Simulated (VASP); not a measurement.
A run of VASP 6.6.1:

The input INCAR:

```
ALGO = Normal
EDIFF = 1E-7
EDIFFG = -0.01
ENCUT = 600
GGA = PE
IBRION = 2
ISIF = 3
ISMEAR = 0
LASPH = T
LCHARG = F
LREAL = F
LWAVE = F
NELM = 60
NSW = 100
PREC = Accurate
SIGMA = 0.1
```

KPOINTS

```
k-points
0
Gamma
  12 12 8
```

The input POSCAR:

```
TlS2
1.0
    3.6292105024      0.0000000000      0.0000000000
    0.0000000000      3.6292105024      0.0000000000
    0.0000000000      0.0000000000      5.5149777575
Tl S
1 2
Direct
    0.5000000000      0.5000000000      0.5000000000
    0.0000000000      0.5000000000      0.0000000000
    0.5000000000      0.0000000000      0.0000000000
```

Potentials or basis: VASP PAW PBE potentials, release 64 (Tl_d, S).

Launch:

```bash
$ cat potpaw_PBE.64/Tl_d/POTCAR potpaw_PBE.64/S/POTCAR > POTCAR
$ mpirun -np 1 vasp_std > vasp.out
```

Hardware: 1 thread of Intel(R) Xeon(R) 6975P-C (Granite Rapids), with other jobs on the host.

Task: How long does it take, and how much memory?

Result: Wall time 120 s on 1 thread of Intel(R) Xeon(R) 6975P-C (Granite Rapids), with other jobs on the host, peak memory 0.35 GiB. Counts: scf iterations 23, k points 140, ion steps 2.
